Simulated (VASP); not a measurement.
# GaO: relaxation of cell and atoms with PBE

The system is GaO.

```
Ga O
1.0
     2.83357    0.00000    0.00000
     0.00000    2.83357    0.00000
     0.00000    0.00000    2.83357
Ga O
1 1
Direct
  0.50000 0.50000 0.50000
  0.00000 0.00000 0.00000
```

```json
{"Program": "VASP 6.6.1", "Task": "relaxation of cell and atoms", "Functional": "PBE", "Potentials or basis": "VASP PAW PBE potentials, release 64 (Ga_d, O)", "Cutoff": "600 eV", "k mesh": "20 × 20 × 20", "Occupations": "gaussian, width 0.1 eV", "Spin": "no spin polarisation", "Dipole correction": "no", "Further INCAR settings": "ALGO = Normal; EDIFF = 1e-06; IBRION = 2; EDIFFG = -0.01; NSW = 100; ISIF = 3"}
```

```
Relaxed volume                         : 11.39 Å³/atom
Relaxed cell                           : a = 2.835 Å, b = 2.835 Å, c = 2.835 Å, α = 90.00°, β = 90.00°, γ = 90.00°
Space group after relaxing (to 0.05 Å) : Pm-3m (No. 221)
Energy gained by relaxing              : 0.0 meV/atom
Ionic steps                            : 2
Pressure after relaxing                : 0.0 GPa
```

Final structure:
```cif
data_structure
_symmetry_space_group_name_H-M 'P 1'
_symmetry_Int_Tables_number 1
_cell_length_a 2.8350
_cell_length_b 2.8350
_cell_length_c 2.8350
_cell_angle_alpha 90.000
_cell_angle_beta 90.000
_cell_angle_gamma 90.000
_cell_volume 22.79
loop_
_atom_site_label
_atom_site_type_symbol
_atom_site_fract_x
_atom_site_fract_y
_atom_site_fract_z
_atom_site_occupancy
Ga1 Ga 0.50000 0.50000 0.50000 1
O1 O 0.00000 0.00000 0.00000 1
```

Levels at points of the mesh, in eV from the Fermi level:
```csv
k point,band 6,band 7,band 8,band 9,band 10,band 11,band 12,band 13
"(0.00, 0.00, 0.00)",-14.81,-5.40,-2.98,-2.98,-2.98,9.90,9.90,11.24
"(0.50, 0.00, 0.00)",-14.80,-8.91,-2.21,-2.21,0.96,1.88,10.08,10.08
"(0.50, 0.50, 0.00)",-14.65,-6.27,-6.27,-2.70,-2.00,5.60,5.60,11.27
"(0.50, 0.50, 0.50)",-14.71,-4.15,-4.15,-4.15,1.65,1.65,1.65,1.96
```

It took 73 s on 1 thread of Intel(R) Xeon(R) Platinum 8259CL CPU @ 2.50GHz (Skylake/Cascade Lake), on a shared host, peak memory 0.23 GiB.

Caveat: an odd number of electrons without spin polarisation forces a metal; a magnetic or distorted state may lie lower.
